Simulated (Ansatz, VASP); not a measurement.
## Two plane-wave programs on HfSc3

```xyz
4
Lattice="-2.2837 2.2837 4.5302 2.2837 -2.2837 4.5302 2.2837 2.2837 -4.5302" Properties=species:S:1:pos:R:3 pbc="T T T"
Hf    0.0000    0.0000    0.0000
Sc    0.0000    0.0000    4.5302
Sc    2.2837    0.0000    2.2651
Sc    0.0000    2.2837    2.2651
```

Alike in both runs: functional PBE; k mesh 14 × 14 × 14; occupations gaussian, width 0.1 eV; no spin polarisation.

Ansatz relaxed the structure, and its values are those at the end. VASP's run is a single point on that final structure, the one shown.

```csv
,VASP,Ansatz
version,VASP 6.6.1,Ansatz 0.2.0
potentials or method,"VASP PAW PBE potentials, release 64 (Hf_pv, Sc_sv), cutoff 520 eV","scalar-relativistic, plane waves, PAW"
valence electrons in the cell,43,59
```

```tsv
	VASP	Ansatz	Ansatz less VASP
gap on the k mesh at the Fermi level (eV)	none	none	-
pressure (GPa)	0.0	0.0	0.00
```

A gap of «none» marks a metal or a gap that the smearing closes. With one functional, cell and mesh, what is left measures potentials, basis and numerics. VASP's potentials hold 43 valence electrons a cell and Ansatz's 59, so a difference there can come from the potentials and not from the codes.

Neither program's run includes spin-orbit coupling.
